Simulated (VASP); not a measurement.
# NiO2 (P-3m1) in VASP: a series of runs, part 2 of 2

VASP 6.6.1. Earlier steps stand in the parts before.

## (5) Single point, PBEsol (c/a of the conventional cell at fixed volume 1.7147)

Input file INCAR:

```
PREC     = Accurate       # precision mode
ENCUT    = 520            # plane-wave cutoff, eV
EDIFF    = 1E-6           # SCF threshold, eV
ISMEAR   = 0              # smearing method
SIGMA    = 0.05           # smearing width, eV
LREAL    = F              # projectors in reciprocal space
LASPH    = T              # aspherical terms in the spheres
NELM     = 100            # most SCF steps
ALGO     = Normal         # electronic algorithm
ISIF     = 2              # what is computed and relaxed
LWAVE    = F              # write WAVECAR
LCHARG   = F              # write CHGCAR
GGA      = PS             # functional
NBANDS   = 18             # bands
```

Input file KPOINTS:

```
regular mesh
0
Gamma
  12 12 6
```

Input file POSCAR:

```
NiO2
1.0
    2.8221285779      0.0000000000      0.0000000000
   -1.4110642890      2.4440350412      0.0000000000
    0.0000000000      0.0000000000      4.8391038725
Ni O
1 2
Direct
    0.0000000000      0.0000000000      0.5000000000
    0.6666666667      0.3333333333      0.6625222406
    0.3333333333      0.6666666667      0.3374777594
```

Potentials or basis: VASP PAW PBE potentials, release 64 (Ni, O).

Started as:

```
cat potpaw_PBE.64/Ni/POTCAR potpaw_PBE.64/O/POTCAR > POTCAR
mpirun -np 1 vasp_std > vasp.out
```

OUTCAR:

```text
PREC = Accurate
   ENCUT = 520
   EDIFF = 1E-6
   ISMEAR = 0
   LREAL = F
   LASPH = T
   NELM = 100
   ISIF = 2
   GGA = PS

 ion  position               nearest neighbor table
   1  0.000  0.000  0.500-   2 1.81   3 1.81   2 1.81   3 1.81   2 1.81   3 1.81
   2  0.667  0.333  0.663-   1 1.81   1 1.81   1 1.81
   3  0.333  0.667  0.337-   1 1.81   1 1.81   1 1.81

  LATTYP: Found a hexagonal cell.
 ALAT       =     2.8221285779
 C/A-ratio  =     1.7147000000

  Lattice vectors:

 A1 = (   2.8221285779,   0.0000000000,   0.0000000000)
 A2 = (  -1.4110642890,   2.4440350412,   0.0000000000)
 A3 = (   0.0000000000,   0.0000000000,   4.8391038725)

Analysis of symmetry for initial positions (statically):
=====================================================================
 Subroutine PRICEL returns:
 Original cell was already a primitive cell.

 Routine SETGRP: Setting up the symmetry group for a
 hexagonal supercell.

 Subroutine GETGRP returns: Found 12 space group operations
 (whereof 12 operations were pure point group operations)
 out of a pool of 24 trial point group operations.
[... 164 lines left out ...]
  energy without entropy =      -18.40611028  energy(sigma->0) =      -18.40611028

 E-fermi :   2.6698     XC(G=0): -10.2903

 val. band max:        2.3618375863   @ k =   0.0000   0.0000   0.5000
 cond. band min:       3.2519230745   @ k =   0.3333   0.0000   0.3333
 fundamental gap:      0.8900854882
 Fermi energy:         2.6698334895

 k-point     1 :       0.0000    0.0000    0.0000
  band No.  band energies     occupation
      1     -18.3845      2.00000
      2     -14.7493      2.00000
      3      -4.6038      2.00000
      4      -4.6038      2.00000
      5      -3.5176      2.00000
      6      -0.1568      2.00000
[... 481 lines left out ...]
      5      -3.1189      2.00000
      6      -1.3454      2.00000
[... 10 lines left out ...]
     17      19.5570      0.00000
     18      22.0567      0.00000

 [... further k-points ...]

------------------------ aborting loop because EDIFF is reached ----------------------------------------

  FORCE on cell =-STRESS in cart. coord.  units (eV):
  Direction    XX          YY          ZZ          XY          YZ          ZX
  --------------------------------------------------------------------------------------
  -------------------------------------------------------------------------------------
  Total        3.1405296      3.1405296      4.1336557     -0.0000000      0.0000000     -0.0000000
  in kB      150.7524259    150.7524259    198.4246928     -0.0000000      0.0000000     -0.0000000
  external PRESSURE =     166.6431816 kB  Pullay stress =       0.0000000 kB

 VOLUME and BASIS-vectors are now :
 -----------------------------------------------------------------------------
  energy-cutoff  :      520.00
  volume of cell :       33.38
      direct lattice vectors                 reciprocal lattice vectors
     2.822128578  0.000000000  0.000000000     0.354342466  0.204579718  0.000000000
    -1.411064289  2.444035041  0.000000000     0.000000000  0.409159436  0.000000000
     0.000000000  0.000000000  4.839103872     0.000000000  0.000000000  0.206649832

 POSITION                                       TOTAL-FORCE (eV/Angst)
 -----------------------------------------------------------------------------------
      0.00000      0.00000      2.41955         0.000000      0.000000      0.000000
      1.41106      0.81468      3.20601         0.000000      0.000000      2.674256
     -0.00000      1.62936      1.63309        -0.000000      0.000000     -2.674256
 -----------------------------------------------------------------------------------
    total drift:                                0.000000     -0.000000      0.000000

  FREE ENERGIE OF THE ION-ELECTRON SYSTEM (eV)
  ---------------------------------------------------
  free  energy   TOTEN  =       -18.4061102766 eV

  energy  without entropy=      -18.4061102766  energy(sigma->0) =      -18.40611028
```

OSZICAR:

```text
N       E                     dE             d eps       ncg     rms          rms(c)
DAV:   1     0.171647017420E+03    0.17165E+03   -0.11767E+04  3616   0.145E+03
DAV:   2    -0.104816011630E+02   -0.18213E+03   -0.16852E+03  3886   0.323E+02
DAV:   3    -0.259752261395E+02   -0.15494E+02   -0.15321E+02  4194   0.110E+02
DAV:   4    -0.261782591890E+02   -0.20303E+00   -0.20286E+00  4158   0.127E+01
DAV:   5    -0.261811052405E+02   -0.28461E-02   -0.28459E-02  4182   0.152E+00    0.306E+01
DAV:   6    -0.307091970250E+02   -0.45281E+01   -0.53620E+01  4480   0.172E+02    0.472E+01
DAV:   7    -0.184527135185E+02    0.12256E+02   -0.20660E+01  4386   0.116E+02    0.614E+00
DAV:   8    -0.184252441952E+02    0.27469E-01   -0.21511E+00  4714   0.194E+01    0.353E+00
DAV:   9    -0.184135060938E+02    0.11738E-01   -0.15017E-01  5170   0.977E+00    0.730E-01
DAV:  10    -0.184099901744E+02    0.35159E-02   -0.55074E-02  4050   0.664E+00    0.724E-01
DAV:  11    -0.184061005315E+02    0.38896E-02   -0.70084E-03  4790   0.236E+00    0.114E-01
DAV:  12    -0.184061453255E+02   -0.44794E-04   -0.12507E-03  3890   0.312E-01    0.761E-02
DAV:  13    -0.184061090959E+02    0.36230E-04   -0.20982E-04  3890   0.311E-01    0.150E-02
DAV:  14    -0.184061122870E+02   -0.31911E-05   -0.36750E-05  5122   0.102E-01    0.175E-02
DAV:  15    -0.184061104003E+02    0.18867E-05   -0.98910E-06  3954   0.829E-02    0.286E-03
DAV:  16    -0.184061102766E+02    0.12370E-06   -0.14733E-06  3224   0.109E-02
   1 F= -.18406110E+02 E0= -.18406110E+02  d E =-.550397E-20
```

Run time: 80 s. Hardware: 1 thread of Intel Xeon Platinum 8375C at 2.90GHz (Ice Lake), shared host; peak memory 0.18 GiB.

Results:

| Property | Result |
| --- | --- |
| Free energy | -18.4061 eV |
| Pressure | 16.7 GPa |
| Largest force | 2.674 eV/Å |
| Band gap on the k mesh | 0.89 eV, indirect (least direct gap 1.34 eV) |

Forces on the atoms (eV/Å):
```
Ni   0.000  0.000  0.000
O    0.000  0.000  2.674
O    0.000  0.000 -2.674
```

Levels at points of the mesh, in eV from the valence-band top:
```csv
k point,band 8,band 9,band 10,band 11,band 12,band 13,band 14,band 15
"(0.00, 0.00, 0.00)",-1.59,-1.59,-1.48,-0.15,2.38,2.38,7.13,11.01
"(0.50, 0.00, 0.00)",-2.32,-2.11,-1.88,-1.14,1.34,2.37,12.32,12.34
"(0.00, 0.00, 0.50)",-2.15,-1.60,-1.60,0.00,2.39,2.39,8.64,10.12
"(0.50, 0.00, 0.50)",-2.32,-2.11,-1.61,-1.19,1.32,2.34,11.24,12.58
```

Caveat: the PAW data sets were made with another functional, which shifts forces and pressure a little. A k mesh can miss the band edges.

## (6) Summary

| cell | gap on the mesh (eV) | pressure (GPa) | largest force (eV/Å) |
| --- | --- | --- | --- |
| a = 2.713, b = 2.713, c = 5.234 Å, angles 90.0, 90.0, 120.0°, 3 atoms | 1.24 | 27.2 | 2.74 |
| a = 2.784, b = 2.784, c = 4.973 Å, angles 90.0, 90.0, 120.0°, 3 atoms | 0.84 | 45.2 | 5.73 |
| a = 2.822, b = 2.822, c = 4.839 Å, angles 90.0, 90.0, 120.0°, 3 atoms | 0.89 | 16.7 | 2.67 |

Some of these runs hold the atoms at other places in the same cell, which the table doesn't show; runs alike in all that it shows share one row.

Alike in all rows: task single point; level PBEsol; potentials or basis VASP PAW PBE potentials, release 64 (Ni, O); no spin polarisation; k mesh 12 × 12 × 6; cutoff (eV) 520; smearing gaussian 0.05 eV.

Caveats: the PAW data sets were made with another functional, which shifts forces and pressure a little.

Total energies depend on the potentials used, so only differences within one code and one set of settings carry meaning.
